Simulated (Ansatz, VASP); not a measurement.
# MgS in VASP and in Ansatz

```
Mg S
1.0
     4.02810    0.00000    0.00000
    -2.01405    3.48844    0.00000
     0.00000    0.00000    9.86871
Mg S
3 3
Direct
  0.00000 0.00000 0.00011
  0.33333 0.66667 0.33344
  0.66667 0.33333 0.66677
  0.00000 0.00000 0.24989
  0.33333 0.66667 0.58323
  0.66667 0.33333 0.91656
```

Alike in both runs: functional PBE; k mesh 9 × 9 × 3; occupations gaussian, width 0.02 eV; no spin polarisation.

Ansatz relaxed the structure, and its values are those at the end. VASP's run is a single point on that final structure, the one shown.

|  | VASP | Ansatz |
| --- | --- | --- |
| version | VASP 6.6.1 | Ansatz 0.2.0 |
| potentials or method | VASP PAW PBE potentials, release 64 (Mg, S), cutoff 520 eV | scalar-relativistic, plane waves, PAW |
| valence electrons in the cell | 24 | 48 |

```tsv
	VASP	Ansatz	Ansatz less VASP
gap on the k mesh at the Fermi level (eV)	3.36	3.37	+0.008
least direct gap on the mesh (eV)	3.36	3.37	+0.008
pressure (GPa)	-0.1	0.0	+0.15
rms of the force components (eV/Å)	0.006	0.006	0.0000
```

With one functional, cell and mesh, what is left measures potentials, basis and numerics. VASP's potentials hold 24 valence electrons a cell and Ansatz's 48, so a difference there can come from the potentials and not from the codes.
